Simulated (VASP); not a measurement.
# CdS in VASP: a series of runs

The runs below take CdS through single point, with PBEsol.

Program: VASP 6.6.1. These are calculated values, not measurements. Logs are shortened: lines on timing, memory, paths and dates and some standing lists are left out, and cuts for length are marked.

## (1) The cell of the first run

It takes space group P6_3mc (No. 186, hexagonal). Conventional cell: a = 4.217 Å, b = 4.217 Å, c = 6.749 Å, α = 90.00°, β = 90.00°, γ = 120.00°. Within 3.4 Å of Cd (site symmetry 3m) lie 4 S at 2.56 to 2.60 Å. S (site symmetry 3m) has 4 Cd at 2.56 to 2.60 Å within 3.4 Å.

## (2) Single point, PBEsol (equal xx and yy strain of +2 %)

File INCAR:

```
ALGO     = Normal         # electronic algorithm
EDIFF    = 1E-6           # SCF threshold, eV
ENCUT    = 520            # plane-wave cutoff, eV
GGA      = PS             # functional
ISIF     = 2              # what is computed and relaxed
ISMEAR   = -1             # smearing method
LASPH    = T              # aspherical terms in the spheres
LCHARG   = T              # write CHGCAR
LELF     = T              # ELF
LREAL    = F              # projectors in reciprocal space
LVHAR    = T            
LWAVE    = F              # write WAVECAR
NBANDS   = 26             # bands
NELM     = 60             # most SCF steps
PREC     = Accurate       # precision mode
SIGMA    = 0.01           # smearing width, eV
```

File KPOINTS:

```
k-points
0
Gamma
  7 7 4
```

File POSCAR:

```
CdS
1.0
    4.2174951875      0.0000000000      0.0000000000
   -2.1087475937      3.6524579727      0.0000000000
    0.0000000000      0.0000000000      6.7490000000
Cd S
2 2
Direct
    0.3333333333      0.6666666667      0.0000000000
    0.6666666667      0.3333333333      0.5000000000
    0.3333333333      0.6666666667      0.3850000000
    0.6666666667      0.3333333333      0.8850000000
```

Potentials or basis: VASP PAW PBE potentials, release 64 (Cd, S).

The run is started by

```bash
cat potpaw_PBE.64/Cd/POTCAR potpaw_PBE.64/S/POTCAR > POTCAR
mpirun -np 1 vasp_std > vasp.out
```

OUTCAR:

```text
EDIFF = 1E-6
   ENCUT = 520
   GGA = PS
   ISIF = 2
   ISMEAR = -1
   LASPH = T
   LREAL = F
   NELM = 60
   PREC = Accurate

 ion  position               nearest neighbor table
   1  0.333  0.667  0.000-   4 2.56   4 2.56   4 2.56   3 2.60
   2  0.667  0.333  0.500-   3 2.56   3 2.56   3 2.56   4 2.60
   3  0.333  0.667  0.385-   2 2.56   2 2.56   2 2.56   1 2.60
   4  0.667  0.333  0.885-   1 2.56   1 2.56   1 2.56   2 2.60

  LATTYP: Found a hexagonal cell.
 ALAT       =     4.2174951875
 C/A-ratio  =     1.6002389333

  Lattice vectors:

 A1 = (   4.2174951875,   0.0000000000,   0.0000000000)
 A2 = (  -2.1087475937,   3.6524579727,   0.0000000000)
 A3 = (   0.0000000000,   0.0000000000,   6.7490000000)

Analysis of symmetry for initial positions (statically):
=====================================================================
 Subroutine PRICEL returns:
 Original cell was already a primitive cell.

 Routine SETGRP: Setting up the symmetry group for a
 hexagonal supercell.

 Subroutine GETGRP returns: Found 12 space group operations
 (whereof  6 operations were pure point group operations)
 out of a pool of 24 trial point group operations.

The static configuration has the point symmetry C_3v.
 The point group associated with its full space group is C_6v.

Analysis of symmetry for dynamics (positions and initial velocities):
=====================================================================
 Subroutine PRICEL returns:
 Original cell was already a primitive cell.

 Routine SETGRP: Setting up the symmetry group for a
 hexagonal supercell.

 Subroutine GETGRP returns: Found 12 space group operations
 (whereof  6 operations were pure point group operations)
 out of a pool of 24 trial point group operations.

The dynamic configuration has the point symmetry C_3v.
 The point group associated with its full space group is C_6v.

 Subroutine INISYM returns: Found 12 space group operations
 (whereof  6 operations are pure point group operations),
 and found     1 'primitive' translations

----------------------------------------------------------------------------------------

                                     Primitive cell

  volume of cell :     103.9631

  direct lattice vectors                    reciprocal lattice vectors
     4.217495187  0.000000000  0.000000000     0.237107562  0.136894115  0.000000000
    -2.108747594  3.652457973  0.000000000     0.000000000  0.273788229  0.000000000
     0.000000000  0.000000000  6.749000000     0.000000000  0.000000000  0.148170099

  length of vectors
     4.217495187  4.217495187  6.749000000     0.273788229  0.273788229  0.148170099

  position of ions in fractional coordinates (direct lattice)
     0.333333333  0.666666667  0.000000000
     0.666666667  0.333333333  0.500000000
     0.333333333  0.666666667  0.385000000
     0.666666667  0.333333333  0.885000000

  ion indices of the primitive-cell ions
   primitive index   ion index
                 1           1
                 2           2
                 3           3
                 4           4

----------------------------------------------------------------------------------------

 KPOINTS: k-points

Automatic generation of k-mesh.
 Grid dimensions read from file:
 generate k-points for:    7    7    4

 Generating k-lattice:

  Cartesian coordinates                     Fractional coordinates (reciprocal lattice)
     0.033872509  0.019556302  0.000000000     0.142857143  0.000000000  0.000000000
     0.000000000  0.039112604  0.000000000     0.000000000  0.142857143  0.000000000
     0.000000000  0.000000000  0.037042525     0.000000000  0.000000000  0.250000000

  Length of vectors
     0.039112604  0.039112604  0.037042525

  Shift w.r.t. Gamma in fractional coordinates (k-lattice)
     0.000000000  0.000000000  0.000000000

 Subroutine IBZKPT returns following result:
 ===========================================

 Found     24 irreducible k-points:

 Following reciprocal coordinates:
            Coordinates               Weight
  0.000000  0.000000  0.000000      1.000000
  0.142857  0.000000  0.000000      6.000000
  0.285714 -0.000000  0.000000      6.000000
  0.428571  0.000000  0.000000      6.000000
  0.142857  0.142857  0.000000      6.000000
  0.285714  0.142857  0.000000     12.000000
[... 16 lines left out ...]
  0.428571  0.142857  0.500000      6.000000
  0.285714  0.285714  0.500000      6.000000
   k-points           NKPTS =     24   k-points in BZ     NKDIM =     24   number of bands    NBANDS=     26
   number of dos      NEDOS =    301   number of ions     NIONS =      4
   total plane-waves  NPLWV =  51200
   dimension x,y,z NGX =    32 NGY =   32 NGZ =   50
   dimension x,y,z NGXF=    64 NGYF=   64 NGZF=  100
   ions per type =               2   2
   NGX,Y,Z   is equivalent  to a cutoff of  12.61, 12.61, 12.32 a.u.
   NGXF,Y,Z  is equivalent  to a cutoff of  25.23, 25.23, 24.63 a.u.
 SYSTEM =  unknown system
   PREC   = accura    normal or accurate (medium, high low for compatibility)
   ISTART =      0    job   : 0-new  1-cont  2-samecut
   ICHARG =      2    charge: 1-file 2-atom 10-const
   ISPIN  =      1    spin polarized calculation?
   LNONCOLLINEAR =      F non collinear calculations
   LSORBIT =      F    spin-orbit coupling
   LASPH  =      T    aspherical Exc in radial PAW
   ENCUT  =  520.0 eV  38.22 Ry    6.18 a.u.   7.84  7.84 12.55*2*pi/ulx,y,z
   NELM   =     60;   NELMIN=  2; NELMDL= -5     # of ELM steps
   EDIFF  = 0.1E-05   stopping-criterion for ELM
   LREAL  =      F    real-space projection
   EDIFFG = 0.1E-04   stopping-criterion for IOM
   NSW    =      0    number of steps for IOM
   IBRION =     -1    ionic relax: 0-MD 1-quasi-New 2-CG
   NFREE  =      0    steps in history (QN), initial steepest desc. (CG)
   ISIF   =      2    stress and relaxation
   ISYM   =      2    0-nonsym 1-usesym 2-fastsym
   POTIM  = 0.5000    time-step for ionic-motion
   TEBEG  =    0.0;   TEEND  =   0.0 temperature during run
   PSTRESS=    0.0 pullay stress
   NELECT =      36.0000    total number of electrons
   NUPDOWN=      -1.0000    fix difference up-down
   EMIN   =  10.00;   EMAX   =-10.00  energy-range for DOS
   EFERMI =   0.00;   METHOD = LEGACY
   ISMEAR =    -1;   SIGMA  =   0.01  broadening in eV -4-tet -1-fermi 0-gaus
   EFERMI_NEDOS =   21; number of points for ismear=-14 and -15
   IALGO  =     38    algorithm
   IMIX   =      4    mixing-type and parameters
     AMIX     =   0.40;   BMIX     =  1.00
     AMIX_MAG =   1.60;   BMIX_MAG =  1.00
  volume/ion in A,a.u.               =      25.99       175.39
  Fermi-wavevector in a.u.,A,eV,Ry     =   1.149607  2.172441 17.981396  1.321595
  Thomas-Fermi vector in A             =   2.286275
   LORBIT       =      0    0 simple, 1 ext, 2 COOP (PROOUT), +10 PAW based schemes
   GGA     = PS    functional components
   LHFCALC =     F    Hartree Fock is set to
   AEXX    =    0.0000 exact exchange contribution
   IVDW    =     0    specifies the selected vdW correction
   LEPSILON=     F    determine dielectric tensor
   LRPA    =     F    only Hartree local field effects (RPA)
 non-spin polarized calculation
  energy-cutoff  :      520.00
  volume of cell :      103.96
 maximum number of plane-waves:      2832
 NGX is ok and might be reduce to    32
   NGX = 15   NGY = 15   NGZ = 25

 number of electron      36.0000002 magnetization

 Free energy of the ion-electron system (eV)
  ---------------------------------------------------
  ext. energy  EPLUGINS =         0.00000000
  ---------------------------------------------------
  free energy    TOTEN  =       -13.59083752 eV

  energy without entropy =      -13.59083752  energy(sigma->0) =      -13.59083752

 E-fermi :   1.0771     XC(G=0):  -9.1511

 val. band max:        0.8207837335   @ k =   0.0000   0.0000   0.0000
 cond. band min:       1.8150807927   @ k =   0.0000   0.0000   0.0000
 fundamental gap:      0.9942970592
 Fermi energy:         1.0771023495

 k-point     1 :       0.0000    0.0000    0.0000
  band No.  band energies     occupation
      1     -11.2868      2.00000
      2     -10.8811      2.00000
      3      -6.7339      2.00000
      4      -6.7339      2.00000
      5      -6.6930      2.00000
      6      -6.6663      2.00000
[... 18 lines left out ...]
     25       8.2075      0.00000
     26       8.3376      0.00000

 k-point     2 :       0.1429    0.0000    0.0000
  band No.  band energies     occupation
      1     -11.2208      2.00000
      2     -10.8523      2.00000
      3      -6.7052      2.00000
      4      -6.7026      2.00000
      5      -6.6543      2.00000
      6      -6.6314      2.00000
[... 18 lines left out ...]
     25       8.1596      0.00000
     26       8.6313      0.00000

 k-point     3 :       0.2857   -0.0000    0.0000
  band No.  band energies     occupation
      1     -11.0637      2.00000
      2     -10.7953      2.00000
      3      -6.6511      2.00000
      4      -6.6499      2.00000
      5      -6.5426      2.00000
      6      -6.5393      2.00000
[... 18 lines left out ...]
     25       8.7737      0.00000
     26       9.3385      0.00000

 k-point     4 :       0.4286    0.0000    0.0000
  band No.  band energies     occupation
      1     -10.9194      2.00000
      2     -10.7671      2.00000
      3      -6.6294      2.00000
      4      -6.6187      2.00000
      5      -6.4752      2.00000
      6      -6.4542      2.00000
[... 18 lines left out ...]
     25       9.2032      0.00000
     26      10.1654      0.00000
[... 496 lines left out ...]
      1     -10.8526      2.00000
      2     -10.8526      2.00000
      3      -6.5878      2.00000
      4      -6.5878      2.00000
      5      -6.5551      2.00000
      6      -6.5551      2.00000
[... 18 lines left out ...]
     25       8.9019      0.00000
     26       8.9019      0.00000

 k-point    23 :       0.4286    0.1429    0.5000
  band No.  band energies     occupation
      1     -10.8091      2.00000
      2     -10.8091      2.00000
      3      -6.5794      2.00000
      4      -6.5794      2.00000
      5      -6.5369      2.00000
      6      -6.5369      2.00000
[... 18 lines left out ...]
     25       9.3364      0.00000
     26       9.3364      0.00000

 k-point    24 :       0.2857    0.2857    0.5000
  band No.  band energies     occupation
      1     -10.7992      2.00000
      2     -10.7992      2.00000
      3      -6.5587      2.00000
      4      -6.5587      2.00000
      5      -6.5353      2.00000
      6      -6.5353      2.00000
[... 18 lines left out ...]
     25       9.3196      0.00000
     26       9.3196      0.00000

------------------------ aborting loop because EDIFF is reached ----------------------------------------

  FORCE on cell =-STRESS in cart. coord.  units (eV):
  Direction    XX          YY          ZZ          XY          YZ          ZX
  --------------------------------------------------------------------------------------
  -------------------------------------------------------------------------------------
  Total       -1.5840097     -1.5840097     -1.6005914     -0.0000000      0.0000000      0.0000000
  in kB      -24.4112019    -24.4112019    -24.6667431     -0.0000000      0.0000000      0.0000000
  external PRESSURE =     -24.4963823 kB  Pullay stress =       0.0000000 kB

 VOLUME and BASIS-vectors are now :
 -----------------------------------------------------------------------------
  energy-cutoff  :      520.00
  volume of cell :      103.96
      direct lattice vectors                 reciprocal lattice vectors
     4.217495187  0.000000000  0.000000000     0.237107562  0.136894115  0.000000000
    -2.108747594  3.652457973  0.000000000     0.000000000  0.273788229  0.000000000
     0.000000000  0.000000000  6.749000000     0.000000000  0.000000000  0.148170099

 POSITION                                       TOTAL-FORCE (eV/Angst)
 -----------------------------------------------------------------------------------
     -0.00000      2.43497      0.00000         0.000000     -0.000000      0.123288
      2.10875      1.21749      3.37450        -0.000000      0.000000      0.123288
     -0.00000      2.43497      2.59836         0.000000      0.000000     -0.123288
      2.10875      1.21749      5.97286        -0.000000      0.000000     -0.123288
 -----------------------------------------------------------------------------------
    total drift:                               -0.000000     -0.000000     -0.000533

  FREE ENERGIE OF THE ION-ELECTRON SYSTEM (eV)
  ---------------------------------------------------
  free  energy   TOTEN  =       -13.5908375178 eV

  energy  without entropy=      -13.5908375178  energy(sigma->0) =      -13.59083752
```

It took 1.7 min on 1 thread of Intel Xeon 8259CL, shared host; peak memory 0.24 GiB.

What came out:

```
Free energy            : -13.5908 eV
Pressure               : -2.4 GPa
Largest force          : 0.123 eV/Å
Band gap on the k mesh : 0.99 eV
```

Forces in eV/Å, atoms in the order of the input:
```
Cd   0.000  0.000  0.123
Cd   0.000  0.000  0.123
S    0.000  0.000 -0.123
S    0.000  0.000 -0.123
```

Caveat: the cell differs from its parent crystal (equal xx and yy strain of +2 %); the PAW data sets were made with another functional, which shifts forces and pressure a little.

## (3) Single point, PBEsol (equal xy, yz and zx shear strains of -1 %)

File INCAR:

```
PREC     = Accurate       # precision mode
ENCUT    = 520            # plane-wave cutoff, eV
EDIFF    = 1E-6           # SCF threshold, eV
ISMEAR   = -1             # smearing method
SIGMA    = 0.01           # smearing width, eV
LREAL    = False          # projectors in reciprocal space
LASPH    = True           # aspherical terms in the spheres
NELM     = 100            # most SCF steps
ALGO     = Normal         # electronic algorithm
ISIF     = 2              # what is computed and relaxed
LWAVE    = False          # write WAVECAR
LCHARG   = False          # write CHGCAR
GGA      = PS             # functional
NBANDS   = 26             # bands
```

File KPOINTS:

```
regular mesh
0
Gamma
  7 7 4
```

File POSCAR:

```
CdS
1.0
    4.1347992034     -0.0206739960     -0.0206739960
   -2.0853038074      3.5911781477     -0.0075672077
   -0.0337450000     -0.0337450000      6.7490000000
Cd S
2 2
Direct
    0.3333333333      0.6666666667      0.0000000000
    0.6666666667      0.3333333333      0.5000000000
    0.3333333333      0.6666666667      0.3850000000
    0.6666666667      0.3333333333      0.8850000000
```

Potentials or basis: VASP PAW PBE potentials, release 64 (Cd, S).

The run is started by

```bash
cat potpaw_PBE.64/Cd/POTCAR potpaw_PBE.64/S/POTCAR > POTCAR
mpirun -np 1 vasp_std > vasp.out
```

Wall time 5 min (1 thread of Intel Xeon 8259CL, shared host); peak memory 0.36 GiB.

Results (log left out):

| Quantity | Value |
| --- | --- |
| Free energy | -13.6129 eV |
| Pressure | -0.2 GPa |
| Largest force | 0.285 eV/Å |
| Band gap on the k mesh | 1.07 eV |

Forces in eV/Å, atoms in the order of the input:
```
Cd   0.104  0.042  0.256
Cd  -0.021  0.040  0.255
S    0.033 -0.040 -0.254
S   -0.116 -0.042 -0.257
```

Stress tensor (GPa, compression positive):
```
 0.55  0.43  0.24
 0.43  0.55  0.24
 0.24  0.24 -1.58
```

Levels at points of the mesh, in eV from the valence-band top:
| k point | band 15 | band 16 | band 17 | band 18 | band 19 | band 20 | band 21 | band 22 |
| --- | --- | --- | --- | --- | --- | --- | --- | --- |
| (0.00, 0.00, 0.00) | -0.72 | -0.07 | -0.04 | 0.00 | 1.07 | 2.58 | 6.32 | 6.41 |
| (0.00, 0.00, 0.50) | -0.41 | -0.40 | -0.38 | -0.36 | 2.69 | 2.69 | 5.99 | 5.99 |

Caveat: the cell differs from its parent crystal (equal xy, yz and zx shear strains of -1 %); the PAW data sets were made with another functional, which shifts forces and pressure a little.
